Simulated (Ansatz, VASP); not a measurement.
## One calculation of ZrSn2S3, two programs

```xyz
6
Lattice="3.6034 0.0000 0.0000 -1.8017 3.1207 0.0000 0.0000 0.0000 12.6177" Properties=species:S:1:pos:R:3 pbc="T T T"
Zr    0.0000    0.0000    0.0000
Sn    0.0000    2.0805    8.2520
Sn    1.8017    1.0402    4.3656
S     0.0000    2.0805    1.5284
S     1.8017    1.0402   11.0893
S     0.0000    0.0000    6.3088
```

Change from the starting cell: species swapped into the InSn2Te3 type (P-3m1, No. 164).

Alike in both runs: functional PBE; k mesh 6 × 6 × 2; occupations gaussian, width 0.1 eV; no spin polarisation.

Ansatz relaxed the structure, and its values are those at the end. VASP's run is a single point on that final structure, the one shown.

```csv
,VASP,Ansatz
version,VASP 6.6.1,Ansatz 0.2.0
potentials or method,"VASP PAW PBE potentials, release 64 (Zr_sv, Sn_d, S), cutoff 520 eV","scalar-relativistic, plane waves, PAW"
valence electrons in the cell,58,58
```

|  | VASP | Ansatz | Ansatz less VASP |
| --- | --- | --- | --- |
| gap on the k mesh at the Fermi level (eV) | none | none | - |
| pressure (GPa) | 0.0 | 0.1 | +0.04 |
| rms of the force components (eV/Å) | 0.005 | 0.007 | +0.0018 |

A gap of «none» marks a metal or a gap that the smearing closes.
